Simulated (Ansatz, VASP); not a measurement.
# Sb: VASP beside Ansatz

```
Sb
1.0
     3.37496    0.00000    0.00000
    -1.68748    2.92280    0.00000
     0.00000    0.00000   11.02262
Sb
4
Direct
  0.00000 0.00000 0.00000
  0.00000 0.00000 0.50000
  0.33333 0.66667 0.25000
  0.66667 0.33333 0.75000
```

Alike in both runs: task relaxation of cell and atoms; functional RPBE; k mesh 11 × 11 × 3; occupations fermi-dirac, width 0.1 eV; no spin polarisation.

|  | VASP | Ansatz |
| --- | --- | --- |
| version | VASP 6.6.1 | Ansatz 0.2.0 |
| potentials or method | VASP PAW PBE potentials, release 64 (Sb), cutoff 500 eV | plane waves (420 eV) with PAW, scalar-relativistic |
| valence electrons in the cell | 20 | 60 |

```tsv
	VASP	Ansatz	Ansatz less VASP
relaxed volume (Å³/atom)	27.95	28.06	+0.116
relaxed cell length with the largest relative difference (Å)	11.415	11.432	+0.0178
```

VASP's potentials were made for PBE, not for RPBE. VASP's potentials hold 20 valence electrons a cell and Ansatz's 60, so a difference there can come from the potentials and not from the codes.

Spin-orbit coupling is off throughout.
